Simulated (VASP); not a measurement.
Runs of VASP 6.6.1 on AlNi. The structure is that of space group Pm-3m (No. 221), or close to it. The cells are those of the table. 

```tsv
task	cell	k mesh	cutoff (eV)	smearing	gap on the mesh (eV)	pressure (GPa)
single point	a = 2.877, b = 2.877, c = 2.889 Å, 2 atoms	16 × 16 × 14	520	gaussian 0.1 eV	none	2.0
single point	a = 2.795, b = 2.795, c = 2.803 Å, 2 atoms	16 × 16 × 14	520	gaussian 0.1 eV	none	(b)
electric field gradients	a = 2.894, b = 2.894, c = 2.895 Å, 2 atoms	16 × 16 × 14	520	fermi-dirac 0.15 eV	none	0.0
relaxation of cell and atoms	relaxed from a = 2.889, b = 2.889, c = 2.901 Å, 2 atoms	16 × 16 × 14	600	fermi-dirac 0.15 eV	none	0.0
single point	a = 2.894, b = 2.894, c = 2.895 Å, 2 atoms	16 × 16 × 14	520	fermi-dirac 0.15 eV	none	-0.1
relaxation of cell and atoms	relaxed to 40 GPa from a = 2.724, b = 2.724, c = 2.732 Å, 2 atoms	16 × 16 × 16	600	gaussian 0.1 eV	none	40.0
single point	a = 2.889, b = 2.889, c = 2.901 Å, 2 atoms	20 × 20 × 20	520	gaussian 0.15 eV	none	-0.1
single point	a = 2.901, b = 2.901, c = 2.914 Å, 2 atoms	16 × 16 × 14	520	gaussian 0.1 eV	none	(a)
single point	a = 2.837, b = 2.837, c = 2.847 Å, 2 atoms	16 × 16 × 14	520	gaussian 0.1 eV	none	9.9
single point	a = 2.887, b = 2.887, c = 2.904 Å, 2 atoms	16 × 16 × 14	600	fermi-dirac 0.15 eV	none	0.1
single point	a = 2.861, b = 2.861, c = 2.872 Å, 2 atoms	16 × 16 × 14	520	gaussian 0.1 eV	none	5.0
relaxation of cell and atoms	relaxed to 20 GPa from a = 2.792, b = 2.792, c = 2.802 Å, 2 atoms	16 × 16 × 14	600	gaussian 0.1 eV	none	20.0
```

Alike in all rows: level PBE; potentials or basis VASP PAW PBE potentials, release 64 (Al, Ni); no spin polarisation.

Question: Fill in the values left out.

Answer: (a) -2.2; (b) 19.9.

Caveats: the cell is relaxed towards a set pressure, so the enthalpy falls and the energy may rise (some runs).

A gap of «none» marks levels without a gap at the run's occupations.
